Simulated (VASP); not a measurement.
A run of VASP 6.6.1 is set up as follows.

The input INCAR:

```
PREC = Accurate ; ENCUT = 520
EDIFF = 1E-7 ; ISMEAR = 0
SIGMA = 0.1 ; LREAL = False
LASPH = True ; NELM = 80
ALGO = Normal ; ISIF = 2
LWAVE = False ; LCHARG = False
LDIPOL = True ; IDIPOL = 3
DIPOL = 0.5 0.5 0.352 ; GGA = CA
NBANDS = 16
```

Contents of KPOINTS:

```
regular mesh
0
Gamma
  12 12 1
```

POSCAR

```
Al3O
1.0
    2.8168432364      0.0000000000      0.0000000000
   -1.4084216182      2.4394578012      0.0000000000
    0.0000000000      0.0000000000     20.0321727773
Al O
3 1
Direct
    0.6666666667      0.3333333334      0.1996787889
    0.3333333333      0.6666666666      0.3128097090
    0.0000000000      0.0000000000      0.4259234818
    0.0000000000      0.5000000000      0.4705738691
```

Potentials or basis: VASP PAW LDA potentials, release 64 (Al, O).

Command:

```console
$ cat potpaw_LDA.64/Al/POTCAR potpaw_LDA.64/O/POTCAR > POTCAR
$ mpirun -np 1 vasp_std > vasp.out
```

Q: Predict the largest force.

A: 0.312 eV/Å.

Q: Estimate the band gap on the k mesh.

A: Zero (an odd number of electrons rules out a gap without spin polarisation).

Forces in eV/Å, atoms in the order of the input:
```
Al   0.002  0.001  0.084
Al   0.161  0.093 -0.250
Al  -0.011 -0.006  0.008
O   -0.152 -0.088  0.158
```
